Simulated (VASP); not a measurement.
The system is CoSi2.

```
CELL_PARAMETERS angstrom
0.00000 2.62045 2.62045
2.62045 0.00000 2.62045
2.62045 2.62045 0.00000
ATOMIC_POSITIONS crystal
Co 0.00000 0.00000 0.00000
Si 0.25000 0.25000 0.25000
Si 0.75000 0.75000 0.75000
```

Base run:

| Property | Result |
| --- | --- |
| Program | VASP 6.6.1 |
| Functional | PBEsol |
| Potentials or basis | VASP PAW PBE potentials, release 64 (Co, Si) |
| Cutoff | 520 eV |
| k mesh | 14 × 14 × 14 |
| Occupations | gaussian, width 0.15 eV |
| Spin | collinear spin, ferromagnetic start |
| Starting moments | [0.825, 0.0, 0.0] μB |
| Fixed moment | 0.825 μB |

Its results: pressure 11.2 GPa; site moments Co +0.49; Si +0.07 μB.

The run is repeated on the same cell with these changes: fixed moment from 0.825 μB to 0.275 μB; moments at the start from [0.82, 0.0, 0.0] to [0.28, 0.0, 0.0]. What comes out?

Pressure 9.0 GPa; site moments Co +0.17; Si +0.02 μB.

Caveats: the PAW data sets were made with another functional, which shifts forces and pressure a little; the total moment is fixed, so each spin has its own Fermi level.
